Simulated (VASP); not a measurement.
The system is HfMgO.

```xyz
3
Lattice="3.2271 0.0000 0.0000 0.0000 3.2271 0.0000 0.0000 0.0000 4.4069" Properties=species:S:1:pos:R:3 pbc="T T T"
Mg    1.6135    1.6135    2.1505
Hf    0.0000    0.0000    3.8185
O     1.6135    1.6135    0.5574
```

| Property | Result |
| --- | --- |
| Program | VASP 6.6.1 |
| Task | relaxation of cell and atoms |
| Functional | PBE |
| Potentials or basis | VASP PAW PBE potentials, release 64 (Mg, Hf_pv, O) |
| Cutoff | 600 eV |
| k mesh | 6 × 6 × 4 |
| Occupations | gaussian, width 0.1 eV |
| Spin | no spin polarisation |

At the start: pressure 17.0 GPa; volume 15.30 Å³/atom.

Question: How do energy, volume and symmetry change on relaxing?

Answer: Over 32 steps the energy falls by 938.7 meV/atom and the volume is 15.45 Å³/atom (+1.0 %); space group P4mm (No. 99, to 0.05 Å).

The path:
```tsv
step	energy change (eV)	largest force (eV/Å)	pressure (GPa)	volume (Å³)
1	0.0000	11.6312	16.99	45.89
2	-2.2910	0.6556	-6.55	56.18
3	-2.2928	0.6675	-6.57	56.05
4	-2.2952	0.7169	-6.66	55.86
5	-2.2907	1.3377	-7.04	54.11
6	-2.4668	1.0730	5.67	48.67
7	-2.4851	1.0669	2.24	49.80
8	-2.5642	0.6208	0.17	50.11
9	-2.5944	0.3908	-1.10	50.37
10	-2.6132	0.0886	-2.95	50.88
11	-2.6375	0.2026	2.56	48.04
12	-2.6399	0.1718	1.19	48.67
13	-2.6784	0.2360	1.31	47.64
14	-2.6762	0.6706	4.12	44.42
15	-2.7109	0.3259	1.95	46.36
16	-2.7128	0.3866	2.45	45.84
17	-2.7250	0.3791	-2.53	47.12
18	-2.7276	0.3798	-1.11	46.73
19	-2.7417	0.3866	-1.06	46.45
20	-2.7767	0.2569	-0.19	45.62
21	-2.6964	0.8402	2.83	43.91
22	-2.7774	0.2267	0.11	45.42
23	-2.7776	0.2130	0.26	45.34
24	-2.7900	0.1918	0.75	45.36
25	-2.8002	0.2559	1.33	45.38
26	-2.8082	0.2376	-0.54	46.23
27	-2.8083	0.2403	-0.67	46.31
28	-2.8148	0.1440	0.19	46.21
29	-2.8153	0.0919	0.43	46.17
30	-2.8159	0.0392	-0.28	46.46
31	-2.8159	0.0442	-0.15	46.41
32	-2.8162	0.0264	-0.01	46.35
```

Final structure:
```cif
data_structure
_symmetry_space_group_name_H-M 'P 1'
_symmetry_Int_Tables_number 1
_cell_length_a 3.0797
_cell_length_b 3.0797
_cell_length_c 4.8869
_cell_angle_alpha 90.000
_cell_angle_beta 90.000
_cell_angle_gamma 90.000
_cell_volume 46.35
loop_
_atom_site_label
_atom_site_type_symbol
_atom_site_fract_x
_atom_site_fract_y
_atom_site_fract_z
_atom_site_occupancy
Mg1 Mg 0.50000 0.50000 0.48900 1
Hf1 Hf 0.00000 0.00000 0.93829 1
O1 O 0.50000 0.50000 0.05365 1
```
